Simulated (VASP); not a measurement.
# CdS (F-43m) in VASP: further runs

The runs below take CdS through electric field gradients, with PBE.

Everything below comes from runs of VASP 6.6.1. Logs are shortened: lines on timing, memory, paths and dates and some standing lists are left out, and cuts for length are marked.

## (1) The cell of the first run

Symmetry: F-43m, No. 216, cubic system. The conventional cell has a = 5.741 Å, b = 5.741 Å, c = 5.741 Å, α = 90.00°, β = 90.00°, γ = 90.00°. Cd (site symmetry -43m) has 4 S at 2.49 Å within 3.3 Å. Within 3.3 Å of S (site symmetry -43m) lie 4 Cd at 2.49 Å.

## (2) Electric field gradients, PBE (23.66 Å³/atom)

File INCAR:

```
SYSTEM = CdS
ALGO = Normal
EDIFF = 1E-8
ENCUT = 520
GGA = PE
ISIF = 2
ISMEAR = -1
LASPH = .TRUE.
LCHARG = .FALSE.
LEFG = .TRUE.
LREAL = .FALSE.
LWAVE = .FALSE.
NBANDS = 16
NELM = 60
PREC = Accurate
SIGMA = 0.01
```

File KPOINTS:

```
k-points
0
G
  8 8 8
  0 0 0
```

File POSCAR:

```
CdS
1.0
    0.0000000000      2.8706708545      2.8706708545
    2.8706708545      0.0000000000      2.8706708545
    2.8706708545      2.8706708545      0.0000000000
Cd S
1 1
Direct
    0.0000000000      0.0000000000      0.0000000000
    0.7500000000      0.7500000000      0.7500000000
```

Potentials or basis: VASP PAW PBE potentials, release 64 (Cd, S).

Started as:

```console
$ cat potpaw_PBE.64/Cd/POTCAR potpaw_PBE.64/S/POTCAR > POTCAR
$ mpirun -np 1 vasp_std > vasp.out
```

OUTCAR:

```text
SYSTEM = CdS
   EDIFF = 1E-8
   ENCUT = 520
   GGA = PE
   ISIF = 2
   ISMEAR = -1
   LASPH = .TRUE.
   LREAL = .FALSE.
   NELM = 60
   PREC = Accurate

 ion  position               nearest neighbor table
   1  0.000  0.000  0.000-   2 2.49   2 2.49   2 2.49   2 2.49
   2  0.750  0.750  0.750-   1 2.49   1 2.49   1 2.49   1 2.49

  LATTYP: Found a face centered cubic cell.
 ALAT       =     5.7413417090

  Lattice vectors:

 A1 = (   0.0000000000,   2.8706708545,   2.8706708545)
 A2 = (   2.8706708545,   0.0000000000,   2.8706708545)
 A3 = (   2.8706708545,   2.8706708545,   0.0000000000)

Analysis of symmetry for initial positions (statically):
=====================================================================
 Subroutine PRICEL returns:
 Original cell was already a primitive cell.

 Routine SETGRP: Setting up the symmetry group for a
 face centered cubic supercell.

 Subroutine GETGRP returns: Found 24 space group operations
 (whereof 24 operations were pure point group operations)
 out of a pool of 48 trial point group operations.

The static configuration has the point symmetry T_d .

Analysis of symmetry for dynamics (positions and initial velocities):
=====================================================================
 Subroutine PRICEL returns:
 Original cell was already a primitive cell.

 Routine SETGRP: Setting up the symmetry group for a
 face centered cubic supercell.

 Subroutine GETGRP returns: Found 24 space group operations
 (whereof 24 operations were pure point group operations)
 out of a pool of 48 trial point group operations.

The dynamic configuration has the point symmetry T_d .

 Subroutine INISYM returns: Found 24 space group operations
 (whereof 24 operations are pure point group operations),
 and found     1 'primitive' translations

----------------------------------------------------------------------------------------

                                     Primitive cell

  volume of cell :      47.3130

  direct lattice vectors                    reciprocal lattice vectors
     0.000000000  2.870670855  2.870670855    -0.174175315  0.174175315  0.174175315
     2.870670855  0.000000000  2.870670855     0.174175315 -0.174175315  0.174175315
[... 124 lines left out ...]
 Free energy of the ion-electron system (eV)
  ---------------------------------------------------
  ext. energy  EPLUGINS =         0.00000000
  ---------------------------------------------------
  free energy    TOTEN  =        -6.05024481 eV

  energy without entropy =       -6.05024481  energy(sigma->0) =       -6.05024481

 E-fermi :   1.9727     XC(G=0):  -9.3745

 val. band max:        1.7369117004   @ k =   0.0000   0.0000   0.0000
 cond. band min:       2.9890593986   @ k =   0.0000   0.0000   0.0000
 fundamental gap:      1.2521476983
 Fermi energy:         1.9726927110

 k-point     1 :       0.0000    0.0000    0.0000
  band No.  band energies     occupation
      1     -10.9386      2.00000
      2      -6.1801      2.00000
      3      -6.1801      2.00000
      4      -6.1801      2.00000
      5      -5.6319      2.00000
      6      -5.6319      2.00000
[... 433 lines left out ...]
      3      -5.9515      2.00000
      4      -5.6641      2.00000
      5      -5.6018      2.00000
      6      -5.0788      2.00000
[... 8 lines left out ...]
     15      14.1605      0.00000
     16      15.0652      0.00000

 [... further k-points ...]

------------------------ aborting loop because EDIFF is reached ----------------------------------------

  FORCE on cell =-STRESS in cart. coord.  units (eV):
  Direction    XX          YY          ZZ          XY          YZ          ZX
  --------------------------------------------------------------------------------------
  -------------------------------------------------------------------------------------
  Total        2.0004857      2.0004857      2.0004857      0.0000000      0.0000000      0.0000000
  in kB       67.7432207     67.7432207     67.7432207      0.0000000      0.0000000      0.0000000
  external PRESSURE =      67.7432207 kB  Pullay stress =       0.0000000 kB

 VOLUME and BASIS-vectors are now :
 -----------------------------------------------------------------------------
  energy-cutoff  :      520.00
  volume of cell :       47.31
      direct lattice vectors                 reciprocal lattice vectors
     0.000000000  2.870670855  2.870670855    -0.174175315  0.174175315  0.174175315
     2.870670855  0.000000000  2.870670855     0.174175315 -0.174175315  0.174175315
     2.870670855  2.870670855  0.000000000     0.174175315  0.174175315 -0.174175315

 POSITION                                       TOTAL-FORCE (eV/Angst)
 -----------------------------------------------------------------------------------
      0.00000      0.00000      0.00000         0.000000      0.000000     -0.000000
      4.30601      4.30601      4.30601        -0.000000     -0.000000      0.000000
 -----------------------------------------------------------------------------------
    total drift:                                0.000001      0.000001      0.000001

  FREE ENERGIE OF THE ION-ELECTRON SYSTEM (eV)
  ---------------------------------------------------
  free  energy   TOTEN  =        -6.0502448104 eV

  energy  without entropy=       -6.0502448104  energy(sigma->0) =       -6.05024481

 Electric field gradients (V/A^2)
---------------------------------------------------------------------
 ion       V_xx      V_yy      V_zz      V_xy      V_xz      V_yz
---------------------------------------------------------------------
   1      -0.000    -0.000    -0.000    -0.002    -0.002    -0.002
   2      -0.000     0.000    -0.000    -0.000    -0.000    -0.000
---------------------------------------------------------------------

 Electric field gradients after diagonalization (V/A^2)
 (convention: |V_zz| > |V_xx| > |V_yy|)
----------------------------------------------------------------------
 ion       V_xx      V_yy      V_zz     asymmetry (V_yy - V_xx)/ V_zz
----------------------------------------------------------------------
   1       0.002     0.002    -0.004       0.000
   2       0.000     0.000    -0.000       0.000
----------------------------------------------------------------------

           NMR quadrupolar parameters

 Cq : quadrupolar parameter    Cq=e*Q*V_zz/h
 eta: asymmetry parameters     (V_yy - V_xx)/ V_zz
 Q  : nuclear electric quadrupole moment in mb (millibarn)
----------------------------------------------------------------------
 ion       Cq(MHz)       eta       Q (mb)
----------------------------------------------------------------------
   1      -0.000       0.000       1.000
   2      -0.000       0.000       1.000
----------------------------------------------------------------------
```

stdout:

```text
POSCAR found type information on POSCAR CdS
 POSCAR found :  2 types and       2 ions
 scaLAPACK will be used
 LDA part: xc-table for (Slater+PW92), standard interpolation
 POSCAR, INCAR and KPOINTS ok, starting setup
 FFT: planning ... GRIDC
 FFT: planning ... GRID_SOFT
 FFT: planning ... GRID
 WAVECAR not read
 entering main loop
ion   1

ion   2
```

Run time: 22 s. Hardware: 1 thread of Intel Xeon Platinum 8488C (Sapphire Rapids), shared host; peak memory 0.17 GiB.

Results:

- Free energy: -6.0502 eV
- Pressure: 6.8 GPa
- Band gap on the k mesh: 1.25 eV
- Largest electric field gradient by atom: zero within the noise of the run

Caveat: the cell stands under pressure.

## (3) Electric field gradients, PBE

This run uses another cell than the first one, of 24.64 Å³/atom.

File INCAR:

```
SYSTEM = CdS
PREC = Accurate ; ENCUT = 520
EDIFF = 1E-8 ; ISMEAR = -1
SIGMA = 0.01 ; LREAL = .False.
LASPH = .True. ; NELM = 80
ALGO = Normal ; ISIF = 2
LWAVE = .False. ; LCHARG = .False.
GGA = PE ; LEFG = .True.
NBANDS = 16
```

File KPOINTS:

```
Automatic mesh
0
Gamma
  8 8 8
  0 0 0
```

File POSCAR:

```
CdS
1.0
    0.0000000000      2.9100000000      2.9100000000
    2.9100000000      0.0000000000      2.9100000000
    2.9100000000      2.9100000000      0.0000000000
Cd S
1 1
Direct
    0.0000000000      0.0000000000      0.0000000000
    0.7500000000      0.7500000000      0.7500000000
```

Potentials or basis: VASP PAW PBE potentials, release 64 (Cd, S).

Started as:

```console
$ cat potpaw_PBE.64/Cd/POTCAR potpaw_PBE.64/S/POTCAR > POTCAR
$ mpirun -np 1 vasp_std > vasp.out
```

OUTCAR:

```text
SYSTEM = CdS
   PREC = Accurate
   ENCUT = 520
   EDIFF = 1E-8
   ISMEAR = -1
   LREAL = .False.
   LASPH = .True.
   NELM = 80
   ISIF = 2
   GGA = PE

 ion  position               nearest neighbor table
   1  0.000  0.000  0.000-   2 2.52   2 2.52   2 2.52   2 2.52
   2  0.750  0.750  0.750-   1 2.52   1 2.52   1 2.52   1 2.52

  LATTYP: Found a face centered cubic cell.
 ALAT       =     5.8200000000

  Lattice vectors:

 A1 = (   0.0000000000,   2.9100000000,   2.9100000000)
 A2 = (   2.9100000000,   0.0000000000,   2.9100000000)
 A3 = (   2.9100000000,   2.9100000000,   0.0000000000)

Analysis of symmetry for initial positions (statically):
=====================================================================
 Subroutine PRICEL returns:
 Original cell was already a primitive cell.

 Routine SETGRP: Setting up the symmetry group for a
 face centered cubic supercell.

 Subroutine GETGRP returns: Found 24 space group operations
 (whereof 24 operations were pure point group operations)
 out of a pool of 48 trial point group operations.

The static configuration has the point symmetry T_d .

Analysis of symmetry for dynamics (positions and initial velocities):
=====================================================================
 Subroutine PRICEL returns:
 Original cell was already a primitive cell.

 Routine SETGRP: Setting up the symmetry group for a
 face centered cubic supercell.

 Subroutine GETGRP returns: Found 24 space group operations
 (whereof 24 operations were pure point group operations)
 out of a pool of 48 trial point group operations.

The dynamic configuration has the point symmetry T_d .

 Subroutine INISYM returns: Found 24 space group operations
 (whereof 24 operations are pure point group operations),
 and found     1 'primitive' translations

----------------------------------------------------------------------------------------

                                     Primitive cell

  volume of cell :      49.2843

  direct lattice vectors                    reciprocal lattice vectors
     0.000000000  2.910000000  2.910000000    -0.171821306  0.171821306  0.171821306
     2.910000000  0.000000000  2.910000000     0.171821306 -0.171821306  0.171821306
     2.910000000  2.910000000  0.000000000     0.171821306  0.171821306 -0.171821306

  length of vectors
     4.115361467  4.115361467  4.115361467     0.297603232  0.297603232  0.297603232

  position of ions in fractional coordinates (direct lattice)
     0.000000000  0.000000000  0.000000000
     0.750000000  0.750000000  0.750000000

  ion indices of the primitive-cell ions
   primitive index   ion index
                 1           1
                 2           2

----------------------------------------------------------------------------------------

 KPOINTS: Automatic mesh

Automatic generation of k-mesh.
 Grid dimensions read from file:
[... 66 lines left out ...]
   LREAL  =      F    real-space projection
   EDIFFG = 0.1E-06   stopping-criterion for IOM
   NSW    =      0    number of steps for IOM
   IBRION =     -1    ionic relax: 0-MD 1-quasi-New 2-CG
   NFREE  =      0    steps in history (QN), initial steepest desc. (CG)
   ISIF   =      2    stress and relaxation
   ISYM   =      2    0-nonsym 1-usesym 2-fastsym
   POTIM  = 0.5000    time-step for ionic-motion
   TEBEG  =    0.0;   TEEND  =   0.0 temperature during run
   PSTRESS=    0.0 pullay stress
   NELECT =      18.0000    total number of electrons
   NUPDOWN=      -1.0000    fix difference up-down
   EMIN   =  10.00;   EMAX   =-10.00  energy-range for DOS
   EFERMI =   0.00;   METHOD = LEGACY
   ISMEAR =    -1;   SIGMA  =   0.01  broadening in eV -4-tet -1-fermi 0-gaus
   EFERMI_NEDOS =   21; number of points for ismear=-14 and -15
   IALGO  =     38    algorithm
   IMIX   =      4    mixing-type and parameters
     AMIX     =   0.40;   BMIX     =  1.00
     AMIX_MAG =   1.60;   BMIX_MAG =  1.00
  volume/ion in A,a.u.               =      24.64       166.29
  Fermi-wavevector in a.u.,A,eV,Ry     =   1.170207  2.211371 18.631605  1.369384
  Thomas-Fermi vector in A             =   2.306669
   LORBIT       =      0    0 simple, 1 ext, 2 COOP (PROOUT), +10 PAW based schemes
   GGA     = PE    functional components
[... 5 lines left out ...]
 non-spin polarized calculation
  energy-cutoff  :      520.00
  volume of cell :       49.28
 maximum number of plane-waves:      1363
   NGX = 15   NGY = 15   NGZ = 15

 number of electron      18.0000003 magnetization

 Free energy of the ion-electron system (eV)
  ---------------------------------------------------
  ext. energy  EPLUGINS =         0.00000000
  ---------------------------------------------------
  free energy    TOTEN  =        -6.11411576 eV

  energy without entropy =       -6.11411576  energy(sigma->0) =       -6.11411576

 E-fermi :   1.5620     XC(G=0):  -9.1811

 val. band max:        1.3720894038   @ k =   0.0000   0.0000   0.0000
 cond. band min:       2.5365815085   @ k =   0.0000   0.0000   0.0000
 fundamental gap:      1.1644921048
 Fermi energy:         1.5620433181

 k-point     1 :       0.0000    0.0000    0.0000
  band No.  band energies     occupation
      1     -11.0392      2.00000
      2      -6.3807      2.00000
      3      -6.3807      2.00000
      4      -6.3807      2.00000
      5      -5.8915      2.00000
      6      -5.8915      2.00000
[... 433 lines left out ...]
      3      -6.1749      2.00000
      4      -5.9181      2.00000
      5      -5.8642      2.00000
      6      -5.3894      2.00000
[... 8 lines left out ...]
     15      13.6925      0.00000
     16      14.5656      0.00000

 [... further k-points ...]

------------------------ aborting loop because EDIFF is reached ----------------------------------------

  FORCE on cell =-STRESS in cart. coord.  units (eV):
  Direction    XX          YY          ZZ          XY          YZ          ZX
  --------------------------------------------------------------------------------------
  -------------------------------------------------------------------------------------
  Total        1.1291952      1.1291952      1.1291952     -0.0000000      0.0000000     -0.0000000
  in kB       36.7088400     36.7088400     36.7088400     -0.0000000      0.0000000     -0.0000000
  external PRESSURE =      36.7088400 kB  Pullay stress =       0.0000000 kB

 VOLUME and BASIS-vectors are now :
 -----------------------------------------------------------------------------
  energy-cutoff  :      520.00
  volume of cell :       49.28
      direct lattice vectors                 reciprocal lattice vectors
     0.000000000  2.910000000  2.910000000    -0.171821306  0.171821306  0.171821306
     2.910000000  0.000000000  2.910000000     0.171821306 -0.171821306  0.171821306
     2.910000000  2.910000000  0.000000000     0.171821306  0.171821306 -0.171821306

 POSITION                                       TOTAL-FORCE (eV/Angst)
 -----------------------------------------------------------------------------------
      0.00000      0.00000      0.00000         0.000000      0.000000      0.000000
      4.36500      4.36500      4.36500        -0.000000     -0.000000     -0.000000
 -----------------------------------------------------------------------------------
    total drift:                                0.000000      0.000000      0.000000

  FREE ENERGIE OF THE ION-ELECTRON SYSTEM (eV)
  ---------------------------------------------------
  free  energy   TOTEN  =        -6.1141157610 eV

  energy  without entropy=       -6.1141157609  energy(sigma->0) =       -6.11411576

 Electric field gradients (V/A^2)
---------------------------------------------------------------------
 ion       V_xx      V_yy      V_zz      V_xy      V_xz      V_yz
---------------------------------------------------------------------
   1      -0.000     0.000     0.000     0.002     0.002     0.002
   2       0.000     0.000     0.000    -0.000    -0.000    -0.000
---------------------------------------------------------------------

 Electric field gradients after diagonalization (V/A^2)
 (convention: |V_zz| > |V_xx| > |V_yy|)
----------------------------------------------------------------------
 ion       V_xx      V_yy      V_zz     asymmetry (V_yy - V_xx)/ V_zz
----------------------------------------------------------------------
   1      -0.002    -0.002     0.004       0.000
   2       0.000     0.000    -0.000       0.000
----------------------------------------------------------------------

           NMR quadrupolar parameters

 Cq : quadrupolar parameter    Cq=e*Q*V_zz/h
 eta: asymmetry parameters     (V_yy - V_xx)/ V_zz
 Q  : nuclear electric quadrupole moment in mb (millibarn)
----------------------------------------------------------------------
 ion       Cq(MHz)       eta       Q (mb)
----------------------------------------------------------------------
   1       0.000       0.000       1.000
   2      -0.000       0.000       1.000
----------------------------------------------------------------------
```

Run time: 22 s. Hardware: 1 thread of Intel Xeon Platinum 8488C (Sapphire Rapids), shared host; peak memory 0.18 GiB.

Results:

```
Free energy                             : -6.1141 eV
Pressure                                : 3.7 GPa
Band gap on the k mesh                  : 1.16 eV
Largest electric field gradient by atom : zero within the noise of the run
```

Caveat: the cell stands under pressure.

(Part 1 of 2 ends here.)
